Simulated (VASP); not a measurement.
# KI (I4mm) in VASP: a series of runs

KI is run at these levels: PBE; tasks: single point.

All numbers are computed with VASP 6.6.1; they aren't measurements. Logs are shortened: lines on timing, memory, paths and dates and some standing lists are left out, and cuts for length are marked.

**1. The cell of the first run**

The structure is tetragonal, space group I4mm (No. 107). Conventional cell: a = 4.870 Å, b = 4.870 Å, c = 7.175 Å, α = 90.00°, β = 90.00°, γ = 90.00°. Within 4.1 Å of K (site symmetry 4mm) lie 6 I at 3.09 to 4.09 Å. Within 4.1 Å of I (site symmetry 4mm) lie 6 K at 3.09 to 4.09 Å.

**2. Single point, PBE**

Input file INCAR:

```
SYSTEM = KI
ALGO = Normal
EDIFF = 1E-7
ENCUT = 520
GGA = PE
ISIF = 2
ISMEAR = 0
LASPH = .TRUE.
LCHARG = .FALSE.
LREAL = .FALSE.
LWAVE = .FALSE.
NBANDS = 15
NELM = 100
PREC = Accurate
SIGMA = 0.05
```

Input file KPOINTS:

```
k-points
0
G
  6 6 6
  0 0 0
```

Input file POSCAR:

```
KI
1.0
    0.0000000000      3.4438328306      3.5873258652
    3.4438328306      0.0000000000      3.5873258652
    3.4438328306      3.4438328306      0.0000000000
K I
1 1
Direct
   -0.0533545062     -0.0533545062      0.0533545062
    0.5164381167      0.5164381167      0.4835618833
```

Potentials or basis: VASP PAW PBE potentials, release 64 (K_sv, I).

Run with:

```
$ cat potpaw_PBE.64/K_sv/POTCAR potpaw_PBE.64/I/POTCAR > POTCAR
$ mpirun -np 1 vasp_std > vasp.out
```

OUTCAR:

```text
SYSTEM = KI
   EDIFF = 1E-7
   ENCUT = 520
   GGA = PE
   ISIF = 2
   ISMEAR = 0
   LASPH = .TRUE.
   LREAL = .FALSE.
   NELM = 100
   PREC = Accurate

 ion  position               nearest neighbor table
   1  0.947  0.947  0.053-   2 3.09   2 3.48   2 3.48   2 3.48   2 3.48
   2  0.516  0.516  0.484-   1 3.09   1 3.48   1 3.48   1 3.48   1 3.48

  LATTYP: Found a body centered tetragonal cell.
 ALAT       =     4.8703150956
 C/A-ratio  =     1.4731391275

  Lattice vectors:

 A1 = (  -3.4438328306,   0.0000000000,   3.5873258652)
 A2 = (   3.4438328306,   0.0000000000,   3.5873258652)
 A3 = (   0.0000000000,   3.4438328306,  -3.5873258652)

Analysis of symmetry for initial positions (statically):
=====================================================================
 Subroutine PRICEL returns:
 Original cell was already a primitive cell.

 Routine SETGRP: Setting up the symmetry group for a
 body centered tetragonal supercell.

 Subroutine GETGRP returns: Found  8 space group operations
 (whereof  8 operations were pure point group operations)
 out of a pool of 16 trial point group operations.

The static configuration has the point symmetry C_4v.

Analysis of symmetry for dynamics (positions and initial velocities):
=====================================================================
 Subroutine PRICEL returns:
 Original cell was already a primitive cell.

 Routine SETGRP: Setting up the symmetry group for a
 body centered tetragonal supercell.

 Subroutine GETGRP returns: Found  8 space group operations
 (whereof  8 operations were pure point group operations)
 out of a pool of 16 trial point group operations.

The dynamic configuration has the point symmetry C_4v.

 Subroutine INISYM returns: Found  8 space group operations
 (whereof  8 operations are pure point group operations),
 and found     1 'primitive' translations

----------------------------------------------------------------------------------------

                                     Primitive cell

  volume of cell :      85.0913

  direct lattice vectors                    reciprocal lattice vectors
     0.000000000  3.443832831  3.587325865    -0.145187071  0.145187071  0.139379588
     3.443832831  0.000000000  3.587325865     0.145187071 -0.145187071  0.139379588
     3.443832831  3.443832831  0.000000000     0.145187071  0.145187071 -0.139379588

  length of vectors
     4.972815242  4.972815242  4.870315096     0.248163737  0.248163737  0.248163737

  position of ions in fractional coordinates (direct lattice)
     0.946645494  0.946645494  0.053354506
     0.516438117  0.516438117  0.483561883

  ion indices of the primitive-cell ions
   primitive index   ion index
                 1           1
                 2           2

----------------------------------------------------------------------------------------

 KPOINTS: k-points

Automatic generation of k-mesh.
 Grid dimensions read from file:
 generate k-points for:    6    6    6

 Generating k-lattice:

  Cartesian coordinates                     Fractional coordinates (reciprocal lattice)
    -0.024197845  0.024197845  0.023229931     0.166666667 -0.000000000  0.000000000
     0.024197845 -0.024197845  0.023229931    -0.000000000  0.166666667  0.000000000
     0.024197845  0.024197845 -0.023229931     0.000000000  0.000000000  0.166666667

  Length of vectors
     0.041360623  0.041360623  0.041360623

  Shift w.r.t. Gamma in fractional coordinates (k-lattice)
     0.000000000  0.000000000  0.000000000

 Subroutine IBZKPT returns following result:
 ===========================================

 Found     30 irreducible k-points:

 Following reciprocal coordinates:
            Coordinates               Weight
  0.000000  0.000000  0.000000      1.000000
  0.166667  0.000000  0.000000      8.000000
  0.333333  0.000000  0.000000      8.000000
  0.500000 -0.000000  0.000000      4.000000
  0.166667  0.166667  0.000000      2.000000
  0.333333  0.166667  0.000000      8.000000
[... 16 lines left out ...]
  0.333333  0.000000  0.333333      4.000000
  0.500000 -0.000000  0.333333     16.000000
 [... further k-points ...]
   k-points           NKPTS =     30   k-points in BZ     NKDIM =     30   number of bands    NBANDS=     15
   number of dos      NEDOS =    301   number of ions     NIONS =      2
   total plane-waves  NPLWV =  57600
   dimension x,y,z NGX =    40 NGY =   40 NGZ =   36
   dimension x,y,z NGXF=    80 NGYF=   80 NGZF=   72
   ions per type =               1   1
   NGX,Y,Z   is equivalent  to a cutoff of  13.37, 13.37, 12.29 a.u.
   NGXF,Y,Z  is equivalent  to a cutoff of  26.74, 26.74, 24.58 a.u.
 SYSTEM =  KI
   PREC   = accura    normal or accurate (medium, high low for compatibility)
   ISTART =      0    job   : 0-new  1-cont  2-samecut
   ICHARG =      2    charge: 1-file 2-atom 10-const
   ISPIN  =      1    spin polarized calculation?
   LNONCOLLINEAR =      F non collinear calculations
   LSORBIT =      F    spin-orbit coupling
   LASPH  =      T    aspherical Exc in radial PAW
   ENCUT  =  520.0 eV  38.22 Ry    6.18 a.u.   9.25  9.25  9.06*2*pi/ulx,y,z
   NELM   =    100;   NELMIN=  2; NELMDL= -5     # of ELM steps
   EDIFF  = 0.1E-06   stopping-criterion for ELM
   LREAL  =      F    real-space projection
   EDIFFG = 0.1E-05   stopping-criterion for IOM
   NSW    =      0    number of steps for IOM
   IBRION =     -1    ionic relax: 0-MD 1-quasi-New 2-CG
   NFREE  =      0    steps in history (QN), initial steepest desc. (CG)
   ISIF   =      2    stress and relaxation
   ISYM   =      2    0-nonsym 1-usesym 2-fastsym
   POTIM  = 0.5000    time-step for ionic-motion
   TEBEG  =    0.0;   TEEND  =   0.0 temperature during run
   PSTRESS=    0.0 pullay stress
   NELECT =      16.0000    total number of electrons
   NUPDOWN=      -1.0000    fix difference up-down
   EMIN   =  10.00;   EMAX   =-10.00  energy-range for DOS
   EFERMI =   0.00;   METHOD = LEGACY
   ISMEAR =     0;   SIGMA  =   0.05  broadening in eV -4-tet -1-fermi 0-gaus
   EFERMI_NEDOS =   21; number of points for ismear=-14 and -15
   IALGO  =     38    algorithm
   IMIX   =      4    mixing-type and parameters
     AMIX     =   0.40;   BMIX     =  1.00
     AMIX_MAG =   1.60;   BMIX_MAG =  1.00
  volume/ion in A,a.u.               =      42.55       287.11
  Fermi-wavevector in a.u.,A,eV,Ry     =   0.937893  1.772360 11.968267  0.879643
  Thomas-Fermi vector in A             =   2.065050
   LORBIT       =      0    0 simple, 1 ext, 2 COOP (PROOUT), +10 PAW based schemes
   GGA     = PE    functional components
   LHFCALC =     F    Hartree Fock is set to
   AEXX    =    0.0000 exact exchange contribution
   IVDW    =     0    specifies the selected vdW correction
   LEPSILON=     F    determine dielectric tensor
   LRPA    =     F    only Hartree local field effects (RPA)
 non-spin polarized calculation
 Gauss-broadening in eV      SIGMA  =   0.05
  energy-cutoff  :      520.00
  volume of cell :       85.09
 maximum number of plane-waves:      2308
 NGX is ok and might be reduce to    40
   NGX = 19   NGY = 19   NGZ = 19

 number of electron      15.9999999 magnetization

 Free energy of the ion-electron system (eV)
  ---------------------------------------------------
  ext. energy  EPLUGINS =         0.00000000
  ---------------------------------------------------
  free energy    TOTEN  =        -5.39115304 eV

  energy without entropy =       -5.39115304  energy(sigma->0) =       -5.39115304

 E-fermi :   0.0255     XC(G=0):  -7.2903

 val. band max:       -0.2824936859   @ k =   0.0000   0.0000   0.0000
 cond. band min:       3.8206198377   @ k =   0.0000   0.0000   0.0000
 fundamental gap:      4.1031135236
 Fermi energy:         0.0255286497

 k-point     1 :       0.0000    0.0000    0.0000
  band No.  band energies     occupation
      1     -28.6265      2.00000
      2     -12.1927      2.00000
      3     -12.1208      2.00000
      4     -12.1208      2.00000
      5     -10.7624      2.00000
      6      -0.3136      2.00000
      7      -0.2825      2.00000
      8      -0.2825      2.00000
      9       3.8206      0.00000
     10       6.2122      0.00000
     11       6.5097      0.00000
     12       6.5097      0.00000
     13       7.1572      0.00000
     14       7.3484      0.00000
     15       9.2909      0.00000

 k-point     2 :       0.1667    0.0000    0.0000
  band No.  band energies     occupation
      1     -28.6258      2.00000
      2     -12.2324      2.00000
      3     -12.1366      2.00000
      4     -12.1213      2.00000
      5     -10.6743      2.00000
      6      -0.7176      2.00000
      7      -0.3702      2.00000
      8      -0.3585      2.00000
      9       4.4521      0.00000
     10       6.1631      0.00000
     11       6.5434      0.00000
     12       6.6380      0.00000
     13       7.6285      0.00000
     14       7.8360      0.00000
     15      10.1602      0.00000

 k-point     3 :       0.3333    0.0000    0.0000
  band No.  band energies     occupation
      1     -28.6244      2.00000
      2     -12.3183      2.00000
      3     -12.1474      2.00000
      4     -12.1223      2.00000
      5     -10.5105      2.00000
      6      -1.3553      2.00000
      7      -0.5134      2.00000
      8      -0.5026      2.00000
      9       5.1493      0.00000
     10       6.6586      0.00000
     11       7.1897      0.00000
     12       7.1915      0.00000
     13       8.5374      0.00000
     14       8.8178      0.00000
     15       9.4184      0.00000
[... 343 lines left out ...]
 k-point    23 :       0.3333    0.0000    0.3333
  band No.  band energies     occupation
      1     -28.6237      2.00000
      2     -12.2545      2.00000
      3     -12.1666      2.00000
      4     -12.1394      2.00000
      5     -10.5631      2.00000
      6      -1.2248      2.00000
      7      -0.6532      2.00000
      8      -0.5456      2.00000
      9       5.1106      0.00000
     10       5.5398      0.00000
     11       7.5631      0.00000
     12       7.9915      0.00000
     13       8.6879      0.00000
     14       8.8141      0.00000
     15       9.5585      0.00000

 k-point    24 :       0.5000   -0.0000    0.3333
  band No.  band energies     occupation
      1     -28.6230      2.00000
      2     -12.2645      2.00000
      3     -12.1698      2.00000
      4     -12.1452      2.00000
      5     -10.5343      2.00000
      6      -1.2504      2.00000
      7      -0.8350      2.00000
      8      -0.6316      2.00000
      9       5.1697      0.00000
     10       6.0085      0.00000
     11       7.6708      0.00000
     12       8.1564      0.00000
     13       8.8165      0.00000
     14       9.0801      0.00000
     15       9.6507      0.00000

 [... further k-points ...]
[... 5 lines left out ...]
  --------------------------------------------------------------------------------------
  -------------------------------------------------------------------------------------
  Total        0.6545385      0.6545385      2.1303043      0.0000000      0.0000000      0.0000000
  in kB       12.3242600     12.3242600     40.1113499      0.0000000      0.0000000      0.0000000
  external PRESSURE =      21.5866233 kB  Pullay stress =       0.0000000 kB

 VOLUME and BASIS-vectors are now :
 -----------------------------------------------------------------------------
  energy-cutoff  :      520.00
  volume of cell :       85.09
      direct lattice vectors                 reciprocal lattice vectors
     0.000000000  3.443832831  3.587325865    -0.145187071  0.145187071  0.139379588
     3.443832831  0.000000000  3.587325865     0.145187071 -0.145187071  0.139379588
     3.443832831  3.443832831  0.000000000     0.145187071  0.145187071 -0.139379588

 POSITION                                       TOTAL-FORCE (eV/Angst)
 -----------------------------------------------------------------------------------
      3.44383      3.44383      6.79185         0.000000      0.000000      0.737761
      3.44383      3.44383      3.70526         0.000000      0.000000     -0.737761
 -----------------------------------------------------------------------------------
    total drift:                                0.000001      0.000001     -0.000105

  FREE ENERGIE OF THE ION-ELECTRON SYSTEM (eV)
  ---------------------------------------------------
  free  energy   TOTEN  =        -5.3911530382 eV

  energy  without entropy=       -5.3911530382  energy(sigma->0) =       -5.39115304
```

Wall time 59 s (1 thread of AMD EPYC 7R13 (Zen 3), shared host); peak memory 0.2 GiB.

What came out:

| Quantity | Value |
| --- | --- |
| Free energy | -5.3912 eV |
| Pressure | 2.2 GPa |
| Largest force | 0.738 eV/Å |
| Band gap on the k mesh | 4.10 eV, direct |

Forces in eV/Å, atoms in the order of the input:
```
K    0.000  0.000  0.738
I    0.000  0.000 -0.738
```

Stress tensor (GPa, compression positive):
```
1.23 0.00 0.00
0.00 1.23 0.00
0.00 0.00 4.01
```

Caveat: spin-orbit coupling is left out, which moves the levels of the heavy elements.

**3. Single point, PBE**

Input file INCAR:

```
PREC     = Accurate       # precision mode
ENCUT    = 520            # plane-wave cutoff, eV
EDIFF    = 1E-7           # SCF threshold, eV
ISMEAR   = 0              # smearing method
SIGMA    = 0.05           # smearing width, eV
LREAL    = F              # projectors in reciprocal space
LASPH    = T              # aspherical terms in the spheres
NELM     = 60             # most SCF steps
ALGO     = Normal         # electronic algorithm
ISIF     = 2              # what is computed and relaxed
LWAVE    = F              # write WAVECAR
LCHARG   = T              # write CHGCAR
GGA      = PE             # functional
LELF     = T              # ELF
LVHAR    = T            
NBANDS   = 15             # bands
```

Input file KPOINTS:

```
Automatic mesh
0
Gamma
  6 6 6
```

Input file POSCAR:

```
KI
1.0
    0.0000000000      3.4438328306      3.5873258652
    3.4438328306      0.0000000000      3.5873258652
    3.4438328306      3.4438328306      0.0000000000
K I
1 1
Direct
   -0.0711393416     -0.0711393416      0.0711393416
    0.5219174889      0.5219174889      0.4780825111
```

Potentials or basis: VASP PAW PBE potentials, release 64 (K_sv, I).

Run with:

```
$ cat potpaw_PBE.64/K_sv/POTCAR potpaw_PBE.64/I/POTCAR > POTCAR
$ mpirun -np 1 vasp_std > vasp.out
```

Run time: 68 s. Hardware: 1 thread of AMD EPYC 7R13 (Zen 3), shared host; peak memory 0.21 GiB.

Results (log left out):

```
Free energy            : -5.2173 eV
Pressure               : 3.2 GPa
Largest force          : 1.407 eV/Å
Band gap on the k mesh : 4.14 eV, direct
```

Forces on the atoms (eV/Å):
```
K    0.000  0.000  1.407
I    0.000  0.000 -1.407
```

Stress tensor (GPa, compression positive):
```
0.98 0.00 0.00
0.00 0.98 0.00
0.00 0.00 7.51
```

Levels at points of the mesh, in eV from the valence-band top:
```csv
k point,band 5,band 6,band 7,band 8,band 9,band 10,band 11,band 12
"(0.00, 0.00, 0.00)",-10.39,0.00,0.00,0.00,4.14,6.64,6.97,6.97
"(0.50, 0.00, 0.00)",-10.06,-1.28,-0.23,-0.22,5.55,7.29,8.11,8.37
"(0.50, 0.50, 0.00)",-10.13,-0.88,-0.24,-0.24,5.04,5.85,7.54,8.46
"(0.50, 0.00, 0.50)",-10.17,-0.94,-0.49,-0.27,5.33,5.85,8.39,9.08
```

Caveat: spin-orbit coupling is left out, which moves the levels of the heavy elements; forces of over 1 eV/Å act on the atoms, so gaps and moduli don't describe the material at rest.

**4. Single point, PBE**

This run uses another cell than the first one, of 43.73 Å³/atom, 1.028 times its volume.

Input file INCAR:

```
ALGO = Normal ; EDIFF = 1E-6
ENCUT = 520 ; GGA = PE
ISIF = 2 ; ISMEAR = 0
LASPH = True ; LCHARG = False
LREAL = False ; LWAVE = False
NBANDS = 15 ; NELM = 60
PREC = Accurate ; SIGMA = 0.05
```

Input file KPOINTS:

```
k-points
0
Gamma
  6 6 6
```

Input file POSCAR:

```
KI
1.0
    0.0000000000      3.4915442646      3.5873258652
    3.4915442646      0.0000000000      3.5873258652
    3.4915442646      3.4915442646      0.0000000000
K I
1 1
Direct
   -0.0533545062     -0.0533545062      0.0533545062
    0.5164381167      0.5164381167      0.4835618833
```

Run with:

```
$ cat potpaw_PBE.64/K_sv/POTCAR potpaw_PBE.64/I/POTCAR > POTCAR
$ mpirun -np 1 vasp_std > vasp.out
```

Wall time 58 s (1 thread of AMD EPYC 7R13 (Zen 3), shared host); peak memory 0.21 GiB.

It converged, with:

| Quantity | Value |
| --- | --- |
| Free energy | -5.4055 eV |
| Pressure | 1.7 GPa |
| Largest force | 0.756 eV/Å |
| Band gap on the k mesh | 4.04 eV, direct |

Forces on the atoms (eV/Å):
```
K    0.000  0.000  0.756
I    0.000  0.000 -0.756
```

Stress tensor (GPa, compression positive):
```
0.71 0.00 0.00
0.00 0.71 0.00
0.00 0.00 3.81
```

Levels at points of the mesh, in eV from the valence-band top:
```tsv
k point	band 4	band 5	band 6	band 7	band 8	band 9	band 10	band 11	band 12	band 13
(0.00, 0.00, 0.00)	-11.88	-10.44	-0.02	0.00	0.00	4.04	6.56	6.77	6.77	7.40
(0.50, 0.00, 0.00)	-11.88	-10.15	-1.27	-0.27	-0.27	5.53	7.37	8.09	8.25	8.67
(0.50, 0.50, 0.00)	-11.90	-10.24	-0.93	-0.29	-0.29	5.02	5.81	7.68	8.28	9.51
(0.50, 0.00, 0.50)	-11.90	-10.26	-0.95	-0.43	-0.32	5.17	5.79	8.26	8.87	8.93
```

Caveat: spin-orbit coupling is left out, which moves the levels of the heavy elements.
